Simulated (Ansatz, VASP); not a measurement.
**One calculation of In, two programs**

The input INCAR:

```
ALGO = Normal ; EDIFF = 1E-6
ENCUT = 520 ; GGA = PE
ISIF = 2 ; ISMEAR = -1
LASPH = T ; LCHARG = F
LREAL = F ; LWAVE = F
NBANDS = 12 ; NELM = 100
PREC = Accurate ; SIGMA = 0.1
```

KPOINTS

```
k-points
0
Gamma
  16 16 16
```

POSCAR

```
In
1.0
   -1.6104339924      1.6104339924      1.6104339924
    1.6104339924     -1.6104339924      1.6104339924
    1.6104339924      1.6104339924     -1.6104339924
In
1
Direct
    0.0000000000      0.0000000000      0.0000000000
```

Input for Ansatz:

```yaml
crystal:
  lattice:
    - [-1.6104339924, 1.6104339924, 1.6104339924]
    - [1.6104339924, -1.6104339924, 1.6104339924]
    - [1.6104339924, 1.6104339924, -1.6104339924]
  atoms:
    - { symbol: In, position: [0.0, 0.0, 0.0] }
kpoints:
  mp_grid: { grid: [16, 16, 16] }
scf:
  occupations: { method: fermi_dirac, width: 0.1 }
hamiltonian:
  xc: pbe
  pseudopotentials: { kind: all_electron, lapw: { basis_error: 0.001 } }
output:
  forces: true
  stress: true
  eigenvalues: true
  populations: true
```

Change from the starting cell: volume scaled by 0.6, LAPW.

Alike in both runs: task single point; functional PBE; k mesh 16 × 16 × 16; occupations fermi-dirac, width 0.1 eV; no spin polarisation.

```csv
,VASP,Ansatz
version,VASP 6.6.1,Ansatz 0.2.0
potentials or method,"VASP PAW PBE potentials, release 64 (In_d), cutoff 520 eV","all-electron LAPW, scalar-relativistic"
```

Ansatz gave:

```
pressure (GPa) : 65.4
```

Problem. What did VASP give for the same quantities?

Solution. Pressure (GPa): 65.5.

Both programs put the cell under a high pressure, so it lies far from rest at this level. Ansatz ran all-electron here, and VASP with PAW potentials.

Noted on VASP's run: the cell as given lies far from equilibrium.
